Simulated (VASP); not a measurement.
Input of a VASP 6.6.1 run:

File INCAR:

```
PREC     = Accurate       # precision mode
ENCUT    = 520            # plane-wave cutoff, eV
EDIFF    = 1E-7           # SCF threshold, eV
ISMEAR   = 0              # smearing method
SIGMA    = 0.02           # smearing width, eV
LREAL    = F              # projectors in reciprocal space
LASPH    = T              # aspherical terms in the spheres
ALGO     = Normal         # electronic algorithm
NELM     = 100            # most SCF steps
ISIF     = 2              # what is computed and relaxed
LWAVE    = F              # write WAVECAR
LCHARG   = F              # write CHGCAR
IVDW     = 1              # dispersion correction
```

File KPOINTS:

```
k-points
0
Gamma
  6 6 3
```

Contents of POSCAR:

```
TiTe2
1.0
    3.7770000000      0.0000000000      0.0000000000
   -1.8885000000      3.2709779501      0.0000000000
    0.0000000000      0.0000000000      6.4980000000
Te Ti
2 1
Direct
    0.3333333333      0.6666666667      0.7372000000
    0.6666666667      0.3333333333      0.2628000000
    0.0000000000      0.0000000000      0.0000000000
```

Potentials or basis: VASP PAW PBE potentials, release 64 (Te, Ti_sv).

The run is started by

```sh
$ cat potpaw_PBE.64/Te/POTCAR potpaw_PBE.64/Ti_sv/POTCAR > POTCAR
$ mpirun -np 1 vasp_std > vasp.out
```

Predict the band gap on the k mesh.

zero (bands 12 and 13 overlap by 0.52 eV).

Estimate the largest force.

0.167 eV/Å.

Stress tensor (GPa, compression positive):
```
-0.07  0.00  0.00
 0.00 -0.07  0.00
 0.00  0.00 -0.34
```

Caveat: spin-orbit coupling is left out, which moves the levels of the heavy elements.
